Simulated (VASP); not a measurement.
Set up this calculation in VASP 6.6.1, as the native input.

* Task: relaxation of cell and atoms
* Functional: PBE
* Potentials or basis: VASP PAW PBE potentials, release 64 (Ni_sv_GW, Si)
* Cutoff: 690 eV
* k mesh: 9 × 9 × 9
* Occupations: fermi-dirac, width 0.05 eV
* Spin: collinear spin, ferromagnetic start
* Starting moments: [1.0, 0.0, 0.0] μB
* Hubbard terms: Ni d U = 3.0 eV
* Dipole correction: no
* Further INCAR settings: ALGO = Normal; EDIFF = 1e-07; IBRION = 2; EDIFFG = -0.01; NSW = 60; ISIF = 3

The structure of Si2Ni lies in POSCAR:

```
Si2Ni
1.0
    0.0000000000      2.7030000000      2.7030000000
    2.7030000000      0.0000000000      2.7030000000
    2.7030000000      2.7030000000      0.0000000000
Ni Si
1 2
Direct
    0.0000000000      0.0000000000      0.0000000000
    0.7500000000      0.7500000000      0.7500000000
    0.2500000000      0.2500000000      0.2500000000
```

These files were run (other wordings do the same):

INCAR

```
SYSTEM = Si2Ni
ALGO = Normal
EDIFF = 1E-7
EDIFFG = -0.01
ENCUT = 690
GGA = PE
GGA_COMPAT = .False.
IBRION = 2
ISIF = 3
ISMEAR = -1
ISPIN = 2
LASPH = .True.
LCHARG = .False.
LDAU = .True.
LDAUJ = 0 0
LDAUL = 2 -1
LDAUPRINT = 1
LDAUTYPE = 2
LDAUU = 3 0
LMAXMIX = 4
LORBIT = 11
LREAL = .False.
LWAVE = .False.
MAGMOM = 1 0 0
NELM = 200
NELMIN = 4
NSW = 60
PREC = Accurate
SIGMA = 0.05
```

KPOINTS

```
k-points
0
Gamma
  9 9 9
  0 0 0
```

Potentials or basis: VASP PAW PBE potentials, release 64 (Ni_sv_GW, Si).

The run is started by

```bash
$ cat potpaw_PBE.64/Ni_sv_GW/POTCAR potpaw_PBE.64/Si/POTCAR > POTCAR
$ mpirun -np 1 vasp_std > vasp.out
```

It gave:

```json
{
  "Relaxed volume": "13.43 Å³/atom",
  "Relaxed cell": "a = 3.848 Å, b = 3.848 Å, c = 3.848 Å, α = 60.00°, β = 60.00°, γ = 60.00°",
  "Space group after relaxing (to 0.1 Å)": "Fm-3m (No. 225)",
  "Energy gained by relaxing": "2.4 meV/atom",
  "Ionic steps": "3",
  "Pressure after relaxing": "0.0 GPa",
  "Band gap on the k mesh": "zero (filled and empty bands overlap)",
  "Net moment": "0.00 μB per cell",
  "Valence electrons inside the program's atomic spheres": "Ni 16.62; Si 1.58"
}
```

Caveat: the moments typed at the start vanished in this run; the U is typed as a test and isn't derived for this compound.

Run time: 3.2 min on 1 thread of Intel(R) Xeon(R) Platinum 8488C (Sapphire Rapids), with other jobs on the host, peak memory 0.3 GiB.
